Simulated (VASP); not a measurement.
**Na: single point with PBE**

Crystal: Na.

```
CELL_PARAMETERS angstrom
-2.15658 2.15658 1.99032
2.15658 -2.15658 1.99032
2.15658 2.15658 -1.99032
ATOMIC_POSITIONS crystal
Na 0.00000 0.00000 0.00000
```

* Program: VASP 6.6.1
* Task: single point
* Functional: PBE
* Potentials or basis: VASP PAW PBE potentials, release 64 (Na_pv)
* Cutoff: 500 eV
* k mesh: 8 × 8 × 8
* Occupations: gaussian, width 0.1 eV
* Spin: no spin polarisation
* Dipole correction: no
* Further INCAR settings: ALGO = Normal; EDIFF = 1e-06; NBANDS = 10

* Pressure: 0.0 GPa
* Band gap on the k mesh: zero (an odd number of electrons rules out a gap without spin polarisation)

Levels at points of the mesh, in eV from the Fermi level:
| k point | band 1 | band 2 | band 3 | band 4 | band 5 | band 6 | band 7 |
| --- | --- | --- | --- | --- | --- | --- | --- |
| (0.00, 0.00, 0.00) | -24.92 | -24.92 | -24.92 | -3.30 | 10.93 | 12.14 | 12.19 |
| (0.50, 0.00, 0.00) | -24.95 | -24.93 | -24.92 | 0.85 | 1.34 | 7.88 | 8.83 |
| (0.50, 0.50, 0.00) | -24.95 | -24.93 | -24.92 | 0.55 | 0.96 | 8.94 | 9.89 |
| (0.50, 0.50, 0.50) | -24.95 | -24.95 | -24.94 | 4.18 | 4.44 | 4.44 | 4.73 |

Wall time 33 s on 1 thread of Intel Xeon 8259CL, on a shared host, peak memory 0.15 GiB.
